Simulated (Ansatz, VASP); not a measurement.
**Al3BN2: VASP beside Ansatz**

```
CELL_PARAMETERS angstrom
-2.21914 2.21914 4.13911
2.21914 -2.21914 4.13911
2.21914 2.21914 -4.13911
ATOMIC_POSITIONS crystal
Al 0.50000 0.00000 0.50000
Al 0.00000 0.50000 0.50000
Al 0.00000 0.00000 0.00000
B 0.50000 0.50000 0.00000
N 0.32243 0.32243 0.00000
N 0.67757 0.67757 0.00000
```

Alike in both runs: task relaxation of cell and atoms; functional PBE; k mesh 6 × 6 × 6; occupations gaussian, width 0.1 eV; no spin polarisation.

|  | VASP | Ansatz |
| --- | --- | --- |
| version | VASP 6.6.1 | Ansatz 0.2.0 |
| potentials or method | VASP PAW PBE potentials, release 64 (Al, B, N), cutoff 600 eV | scalar-relativistic, plane waves, PAW |
| valence electrons in the cell | 22 | 22 |

```csv
,VASP,Ansatz,Ansatz less VASP
"gap on the k mesh at the Fermi level, each at its own relaxed structure (eV)",none,none,-
relaxed volume (Å³/atom),15.38,15.55,+0.163
relaxed cell length with the largest relative difference (Å),4.965,4.979,+0.0139
```

A gap of «none» marks a metal or a gap that the smearing closes.
